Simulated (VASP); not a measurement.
# Cd7S (Fm-3m) in VASP: notebook

The runs below take Cd7S through single point, relaxation of cell and atoms, with PBE.

Program: VASP 6.6.1. These are calculated values, not measurements. Logs are shortened: lines on timing, memory, paths and dates and some standing lists are left out, and cuts for length are marked.

## Step 1: The cell of the first run

It takes space group Fm-3m (No. 225, cubic). The conventional cell has a = 8.926 Å, b = 8.926 Å, c = 8.926 Å, α = 90.00°, β = 90.00°, γ = 90.00°. Within 4.2 Å of Cd (site symmetry mmm) lie 10 Cd at 3.16 Å and 2 S at 3.16 Å. Cd (site symmetry m-3m) has 12 Cd at 3.16 Å within 4.2 Å. S (site symmetry m-3m) has 12 Cd at 3.16 Å within 4.2 Å.

## Step 2: Single point, PBE

Input file INCAR:

```
PREC = Accurate
ENCUT = 520
EDIFF = 1E-6
ISMEAR = 0
SIGMA = 0.2
LREAL = F
LASPH = T
NELM = 60
ALGO = Normal
ISIF = 2
LWAVE = F
LCHARG = F
GGA = PE
NBANDS = 55
```

Input file KPOINTS:

```
Automatic mesh
0
Gamma
  3 3 3
```

Input file POSCAR:

```
Cd7S
1.0
    0.0000000000      4.4627586563      4.4627586563
    4.4627586563      0.0000000000      4.4627586563
    4.4627586563      4.4627586563      0.0000000000
Cd S
7 1
Direct
    0.0000000000      0.5000000000      0.5000000000
    0.5000000000      0.5000000000      0.0000000000
    0.5000000000      0.0000000000      0.5000000000
    0.5000000000      0.0000000000      0.0000000000
    0.0000000000      0.5000000000      0.0000000000
    0.5000000000      0.5000000000      0.5000000000
    0.0000000000      0.0000000000      0.5000000000
    0.0000000000      0.0000000000      0.0000000000
```

Potentials or basis: VASP PAW PBE potentials, release 64 (Cd, S).

Run with:

```sh
cat potpaw_PBE.64/Cd/POTCAR potpaw_PBE.64/S/POTCAR > POTCAR
mpirun -np 1 vasp_std > vasp.out
```

OUTCAR:

```text
PREC = Accurate
   ENCUT = 520
   EDIFF = 1E-6
   ISMEAR = 0
   LREAL = F
   LASPH = T
   NELM = 60
   ISIF = 2
   GGA = PE

 ion  position               nearest neighbor table
   1  0.000  0.500  0.500-   5 3.16   6 3.16   7 3.16   2 3.16   5 3.16   8 3.16   3 3.16   7 3.16
                             8 3.16   2 3.16   3 3.16   6 3.16
   2  0.500  0.500  0.000-   4 3.16   5 3.16   6 3.16   1 3.16   3 3.16   6 3.16   3 3.16   4 3.16
                             8 3.16   1 3.16   5 3.16   8 3.16
   3  0.500  0.000  0.500-   4 3.16   6 3.16   7 3.16   2 3.16   4 3.16   8 3.16   1 3.16   2 3.16
                             6 3.16   1 3.16   7 3.16   8 3.16
   4  0.500  0.000  0.000-   2 3.16   3 3.16   8 3.16   3 3.16   6 3.16   7 3.16   2 3.16   5 3.16
                             6 3.16   5 3.16   7 3.16   8 3.16
   5  0.000  0.500  0.000-   1 3.16   2 3.16   8 3.16   1 3.16   6 3.16   7 3.16   4 3.16   7 3.16
                             8 3.16   2 3.16   4 3.16   6 3.16
   6  0.500  0.500  0.500-   1 3.16   2 3.16   3 3.16   2 3.16   4 3.16   5 3.16   3 3.16   4 3.16
                             7 3.16   1 3.16   5 3.16   7 3.16
   7  0.000  0.000  0.500-   1 3.16   3 3.16   8 3.16   4 3.16   5 3.16   8 3.16   1 3.16   5 3.16
                             6 3.16   3 3.16   4 3.16   6 3.16
   8  0.000  0.000  0.000-   4 3.16   5 3.16   7 3.16   1 3.16   3 3.16   7 3.16   1 3.16   2 3.16
                             5 3.16   2 3.16   3 3.16   4 3.16

  LATTYP: Found a face centered cubic cell.
 ALAT       =     8.9255173126

  Lattice vectors:

 A1 = (   0.0000000000,   4.4627586563,   4.4627586563)
 A2 = (   4.4627586563,   0.0000000000,   4.4627586563)
 A3 = (   4.4627586563,   4.4627586563,   0.0000000000)

Analysis of symmetry for initial positions (statically):
=====================================================================
 Subroutine PRICEL returns:
 Original cell was already a primitive cell.

 Routine SETGRP: Setting up the symmetry group for a
 face centered cubic supercell.

 Subroutine GETGRP returns: Found 48 space group operations
 (whereof 48 operations were pure point group operations)
 out of a pool of 48 trial point group operations.

The static configuration has the point symmetry O_h .

Analysis of symmetry for dynamics (positions and initial velocities):
=====================================================================
 Subroutine PRICEL returns:
 Original cell was already a primitive cell.

 Routine SETGRP: Setting up the symmetry group for a
 face centered cubic supercell.

 Subroutine GETGRP returns: Found 48 space group operations
 (whereof 48 operations were pure point group operations)
 out of a pool of 48 trial point group operations.

The dynamic configuration has the point symmetry O_h .

 Subroutine INISYM returns: Found 48 space group operations
 (whereof 48 operations are pure point group operations),
 and found     1 'primitive' translations

----------------------------------------------------------------------------------------

                                     Primitive cell

  volume of cell :     177.7625

  direct lattice vectors                    reciprocal lattice vectors
     0.000000000  4.462758656  4.462758656    -0.112038324  0.112038324  0.112038324
     4.462758656  0.000000000  4.462758656     0.112038324 -0.112038324  0.112038324
     4.462758656  4.462758656  0.000000000     0.112038324  0.112038324 -0.112038324

  length of vectors
     6.311293817  6.311293817  6.311293817     0.194056069  0.194056069  0.194056069

  position of ions in fractional coordinates (direct lattice)
     0.000000000  0.500000000  0.500000000
     0.500000000  0.500000000  0.000000000
     0.500000000  0.000000000  0.500000000
     0.500000000  0.000000000  0.000000000
     0.000000000  0.500000000  0.000000000
     0.500000000  0.500000000  0.500000000
     0.000000000  0.000000000  0.500000000
     0.000000000  0.000000000  0.000000000

  ion indices of the primitive-cell ions
   primitive index   ion index
                 1           1
                 2           2
                 3           3
                 4           4
                 5           5
                 6           6
                 7           7
                 8           8

----------------------------------------------------------------------------------------

 KPOINTS: Automatic mesh

Automatic generation of k-mesh.
 Grid dimensions read from file:
 generate k-points for:    3    3    3

 Generating k-lattice:

  Cartesian coordinates                     Fractional coordinates (reciprocal lattice)
    -0.037346108  0.037346108  0.037346108     0.333333333  0.000000000  0.000000000
     0.037346108 -0.037346108  0.037346108     0.000000000  0.333333333  0.000000000
     0.037346108  0.037346108 -0.037346108     0.000000000  0.000000000  0.333333333

  Length of vectors
     0.064685356  0.064685356  0.064685356

  Shift w.r.t. Gamma in fractional coordinates (k-lattice)
     0.000000000  0.000000000  0.000000000

 Subroutine IBZKPT returns following result:
 ===========================================

 Found      4 irreducible k-points:

 Following reciprocal coordinates:
            Coordinates               Weight
  0.000000  0.000000  0.000000      1.000000
  0.333333  0.000000  0.000000      8.000000
  0.333333  0.333333  0.000000      6.000000
 -0.333333  0.333333  0.000000     12.000000
   k-points           NKPTS =      4   k-points in BZ     NKDIM =      4   number of bands    NBANDS=     55
   number of dos      NEDOS =    301   number of ions     NIONS =      8
   total plane-waves  NPLWV = 110592
   dimension x,y,z NGX =    48 NGY =   48 NGZ =   48
   dimension x,y,z NGXF=    96 NGYF=   96 NGZF=   96
   ions per type =               7   1
   NGX,Y,Z   is equivalent  to a cutoff of  12.64, 12.64, 12.64 a.u.
   NGXF,Y,Z  is equivalent  to a cutoff of  25.29, 25.29, 25.29 a.u.
 SYSTEM =  unknown system
   PREC   = accura    normal or accurate (medium, high low for compatibility)
   ISTART =      0    job   : 0-new  1-cont  2-samecut
   ICHARG =      2    charge: 1-file 2-atom 10-const
   ISPIN  =      1    spin polarized calculation?
   LNONCOLLINEAR =      F non collinear calculations
   LSORBIT =      F    spin-orbit coupling
   LASPH  =      T    aspherical Exc in radial PAW
   ENCUT  =  520.0 eV  38.22 Ry    6.18 a.u.  11.73 11.73 11.73*2*pi/ulx,y,z
   NELM   =     60;   NELMIN=  2; NELMDL= -5     # of ELM steps
   EDIFF  = 0.1E-05   stopping-criterion for ELM
   LREAL  =      F    real-space projection
   EDIFFG = 0.1E-04   stopping-criterion for IOM
   NSW    =      0    number of steps for IOM
   IBRION =     -1    ionic relax: 0-MD 1-quasi-New 2-CG
   NFREE  =      0    steps in history (QN), initial steepest desc. (CG)
   ISIF   =      2    stress and relaxation
   ISYM   =      2    0-nonsym 1-usesym 2-fastsym
   POTIM  = 0.5000    time-step for ionic-motion
   TEBEG  =    0.0;   TEEND  =   0.0 temperature during run
   PSTRESS=    0.0 pullay stress
   NELECT =      90.0000    total number of electrons
   NUPDOWN=      -1.0000    fix difference up-down
   EMIN   =  10.00;   EMAX   =-10.00  energy-range for DOS
   EFERMI =   0.00;   METHOD = LEGACY
   ISMEAR =     0;   SIGMA  =   0.20  broadening in eV -4-tet -1-fermi 0-gaus
   EFERMI_NEDOS =   21; number of points for ismear=-14 and -15
   IALGO  =     38    algorithm
   IMIX   =      4    mixing-type and parameters
     AMIX     =   0.40;   BMIX     =  1.00
     AMIX_MAG =   1.60;   BMIX_MAG =  1.00
  volume/ion in A,a.u.               =      22.22       149.95
  Fermi-wavevector in a.u.,A,eV,Ry     =   1.304795  2.465705 23.163781  1.702490
  Thomas-Fermi vector in A             =   2.435707
   LORBIT       =      0    0 simple, 1 ext, 2 COOP (PROOUT), +10 PAW based schemes
   GGA     = PE    functional components
   LHFCALC =     F    Hartree Fock is set to
   AEXX    =    0.0000 exact exchange contribution
   IVDW    =     0    specifies the selected vdW correction
   LEPSILON=     F    determine dielectric tensor
   LRPA    =     F    only Hartree local field effects (RPA)
 non-spin polarized calculation
 Gauss-broadening in eV      SIGMA  =   0.20
  energy-cutoff  :      520.00
  volume of cell :      177.76
 maximum number of plane-waves:      4813
   NGX = 23   NGY = 23   NGZ = 23

 number of electron      89.9999989 magnetization

 Free energy of the ion-electron system (eV)
  ---------------------------------------------------
  ext. energy  EPLUGINS =         0.00000000
  ---------------------------------------------------
  free energy    TOTEN  =        -9.47826028 eV

  energy without entropy =       -9.38053862  energy(sigma->0) =       -9.42939945

 E-fermi :   2.8322     XC(G=0): -10.7061

 val. band max:        2.8026857311   @ k =  -0.3333   0.3333   0.0000
 cond. band min:       2.8885422692   @ k =   0.3333   0.3333   0.0000
 fundamental gap:      0.0858565381
 Fermi energy:         2.8322340516

 k-point     1 :       0.0000    0.0000    0.0000
  band No.  band energies     occupation
      1      -9.8007      2.00000
      2      -6.7900      2.00000
      3      -6.7900      2.00000
      4      -6.7900      2.00000
      5      -6.7025      2.00000
      6      -6.6188      2.00000
[... 47 lines left out ...]
     54       9.8898      0.00000
     55       9.8898      0.00000

 k-point     2 :       0.3333    0.0000    0.0000
  band No.  band energies     occupation
      1      -9.6995      2.00000
      2      -6.6586      2.00000
      3      -6.6586      2.00000
      4      -6.6490      2.00000
      5      -6.4967      2.00000
      6      -6.4561      2.00000
[... 47 lines left out ...]
     54       7.8332      0.00000
     55       7.8332      0.00000

 k-point     3 :       0.3333    0.3333    0.0000
  band No.  band energies     occupation
      1      -9.6661      2.00000
      2      -6.6313      2.00000
      3      -6.5220      2.00000
      4      -6.5220      2.00000
      5      -6.4712      2.00000
      6      -6.4640      2.00000
[... 47 lines left out ...]
     54       8.4343      0.00000
     55       8.5189      0.00000

 k-point     4 :      -0.3333    0.3333    0.0000
  band No.  band energies     occupation
      1      -9.6293      2.00000
      2      -6.5410      2.00000
      3      -6.4492      2.00000
      4      -6.4471      2.00000
      5      -6.3783      2.00000
      6      -6.3763      2.00000
[... 47 lines left out ...]
     54       8.1686      0.00000
     55       8.4164      0.00000

------------------------ aborting loop because EDIFF is reached ----------------------------------------

  FORCE on cell =-STRESS in cart. coord.  units (eV):
  Direction    XX          YY          ZZ          XY          YZ          ZX
  --------------------------------------------------------------------------------------
  -------------------------------------------------------------------------------------
  Total        0.4786747      0.4786747      0.4786747      0.0000000      0.0000000      0.0000000
  in kB        4.3143055      4.3143055      4.3143055      0.0000000      0.0000000      0.0000000
  external PRESSURE =       4.3143055 kB  Pullay stress =       0.0000000 kB

 VOLUME and BASIS-vectors are now :
 -----------------------------------------------------------------------------
  energy-cutoff  :      520.00
  volume of cell :      177.76
      direct lattice vectors                 reciprocal lattice vectors
     0.000000000  4.462758656  4.462758656    -0.112038324  0.112038324  0.112038324
     4.462758656  0.000000000  4.462758656     0.112038324 -0.112038324  0.112038324
     4.462758656  4.462758656  0.000000000     0.112038324  0.112038324 -0.112038324

 POSITION                                       TOTAL-FORCE (eV/Angst)
 -----------------------------------------------------------------------------------
      4.46276      2.23138      2.23138         0.000000     -0.000000      0.000000
      2.23138      2.23138      4.46276        -0.000000      0.000000      0.000000
      2.23138      4.46276      2.23138         0.000000      0.000000     -0.000000
      0.00000      2.23138      2.23138         0.000000     -0.000000      0.000000
      2.23138      0.00000      2.23138         0.000000     -0.000000     -0.000000
      4.46276      4.46276      4.46276        -0.000000     -0.000000     -0.000000
      2.23138      2.23138      0.00000        -0.000000      0.000000      0.000000
      0.00000      0.00000      0.00000        -0.000000     -0.000000     -0.000000
 -----------------------------------------------------------------------------------
    total drift:                                0.000000      0.000000      0.000000

  FREE ENERGIE OF THE ION-ELECTRON SYSTEM (eV)
  ---------------------------------------------------
  free  energy   TOTEN  =        -9.4782602832 eV

  energy  without entropy=       -9.3805386232  energy(sigma->0) =       -9.42939945
```

Wall time 21 s (1 thread of Intel Xeon 6975P-C (Granite Rapids), shared host); peak memory 0.31 GiB.

Results:

| Quantity | Value |
| --- | --- |
| Free energy | -9.4783 eV |
| Pressure | 0.4 GPa |
| Band gap on the k mesh | zero (band 45 reaches 2.89 eV, above the bottom of band 46 at 1.57 eV) |

Caveat: the k points lie up to 0.41 Å⁻¹ apart.

## Step 3: Single point, PBE

This run uses another cell than the first one, of 22.10 Å³/atom, 0.995 times its volume.

Input file INCAR:

```
PREC = Accurate ; ENCUT = 520
EDIFF = 1E-7 ; ISMEAR = 0
SIGMA = 0.1 ; LREAL = F
LASPH = T ; NELM = 60
ALGO = Normal ; ISIF = 2
LWAVE = F ; LCHARG = F
GGA = PE ; NBANDS = 55
```

Input file KPOINTS:

```
regular mesh
0
Gamma
  6 6 6
```

Changes to POSCAR since step 2:

```diff
@@ -2,5 +2,5 @@
 1.0
-    0.0000000000      4.4627586563      4.4627586563
-    4.4627586563      0.0000000000      4.4627586563
-    4.4627586563      4.4627586563      0.0000000000
+    0.0000000000      4.4547406685      4.4547406685
+    4.4547406685      0.0000000000      4.4547406685
+    4.4547406685      4.4547406685      0.0000000000
 Cd S
```

Potentials or basis: VASP PAW PBE potentials, release 64 (Cd, S).

Run with:

```sh
cat potpaw_PBE.64/Cd/POTCAR potpaw_PBE.64/S/POTCAR > POTCAR
mpirun -np 1 vasp_std > vasp.out
```

Run time: 100 s. Hardware: 1 thread of Intel Xeon 6975P-C (Granite Rapids), shared host; peak memory 0.37 GiB.

It converged, with:

| Quantity | Value |
| --- | --- |
| Free energy | -9.3011 eV |
| Pressure | 0.3 GPa |
| Band gap on the k mesh | zero (band 45 reaches 3.09 eV, above the bottom of band 46 at 1.62 eV) |

Levels at points of the mesh, in eV from the Fermi level:
```
           k point  band 42  band 43  band 44  band 45  band 46  band 47  band 48  band 49
(0.00, 0.00, 0.00)    -1.31    -1.31    -1.31    -1.17    -1.17    -1.17     0.31     1.35
(0.50, 0.00, 0.00)    -2.34    -2.34    -0.94     0.06     0.44     0.44     1.83     1.83
(0.50, 0.50, 0.00)    -0.93    -0.92    -0.77    -0.77     2.05     2.05     2.29     3.47
```

## Step 4: Relaxation of cell and atoms, PBE

This run uses another cell than the first one, of 22.78 Å³/atom, 1.025 times its volume.

Input file INCAR:

```
  ALGO = Normal
  EDIFF = 1E-6
  EDIFFG = -0.08
  ENCUT = 600
  GGA = PE
  IBRION = 2
  ISIF = 3
  ISMEAR = 0
  LASPH = True
  LCHARG = False
  LREAL = False
  LWAVE = False
  NELM = 80
  NSW = 36
  PREC = Accurate
  SIGMA = 0.2
```

Input file KPOINTS:

```
k-points
0
Gamma
  3 3 3
```

Changes to POSCAR since step 3:

```diff
@@ -2,5 +2,5 @@
 1.0
-    0.0000000000      4.4547406685      4.4547406685
-    4.4547406685      0.0000000000      4.4547406685
-    4.4547406685      4.4547406685      0.0000000000
+    0.0000000000      4.5000000000      4.5000000000
+    4.5000000000      0.0000000000      4.5000000000
+    4.5000000000      4.5000000000      0.0000000000
 Cd S
```

Run with:

```sh
cat potpaw_PBE.64/Cd/POTCAR potpaw_PBE.64/S/POTCAR > POTCAR
mpirun -np 1 vasp_std > vasp.out
```

It took 67 s on 1 thread of Intel Xeon 6975P-C (Granite Rapids), shared host; peak memory 0.41 GiB.

The run converged. Its results:

```yaml
Free_energy: -9.4794 eV
Relaxed_volume: 22.40 Å³/atom
Relaxed_cell: a = 6.328 Å, b = 6.328 Å, c = 6.328 Å, α = 60.00°, β = 60.00°, γ = 60.00°
Space_group_after_relaxing_to_0.05_Å: Fm-3m (No. 225)
Energy_gained_by_relaxing: 1.1 meV/atom
Ionic_steps: 2
Pressure_after_relaxing: 0.0 GPa
Band_gap_on_the_k_mesh: zero (band 45 reaches 2.82 eV, above the bottom of band 46 at 1.54 eV)
```

Step by step:
```
step  energy change (eV)  largest force (eV/Å)  pressure (GPa)  volume (Å³)
   1              0.0000                0.0000           -0.82       182.25
   2             -0.0085                0.0000           -0.05       179.18
```

Final structure:
```xyz
8
Lattice="0.0000 4.4746 4.4746 4.4746 0.0000 4.4746 4.4746 4.4746 0.0000" Properties=species:S:1:pos:R:3 pbc="T T T"
Cd    4.4746    6.7119    6.7119
Cd    6.7119    6.7119    4.4746
Cd    6.7119    4.4746    6.7119
Cd    8.9492    6.7119    6.7119
Cd    6.7119    4.4746    2.2373
Cd    4.4746    4.4746    4.4746
Cd    2.2373    6.7119    4.4746
S     4.4746    4.4746    8.9492
```

Levels at points of the mesh, in eV from the Fermi level:
```csv
k point,band 42,band 43,band 44,band 45,band 46,band 47,band 48,band 49
"(0.00, 0.00, 0.00)",-1.39,-1.39,-1.39,-1.23,-1.23,-1.23,0.15,1.24
```

Caveat: the k points lie up to 0.41 Å⁻¹ apart in the final cell.

## Step 5: The runs side by side

| task | cell | k mesh | cutoff (eV) | smearing | gap on the mesh (eV) | pressure (GPa) |
| --- | --- | --- | --- | --- | --- | --- |
| single point | a = 6.311 Å, angles 60.0°, 8 atoms | 3 × 3 × 3 | 520 | gaussian 0.2 eV | none | 0.4 |
| single point | a = 6.300 Å, angles 60.0°, 8 atoms | 6 × 6 × 6 | 520 | gaussian 0.1 eV | none | 0.3 |
| relaxation of cell and atoms | relaxed from a = 6.364 Å, angles 60.0°, 8 atoms | 3 × 3 × 3 | 600 | gaussian 0.2 eV | none | 0.0 |

Alike in all rows: level PBE; potentials or basis VASP PAW PBE potentials, release 64 (Cd, S); no spin polarisation.

Caveats: some runs use coarse meshes.

Total energies depend on the potentials used, so only differences within one code and one set of settings carry meaning.
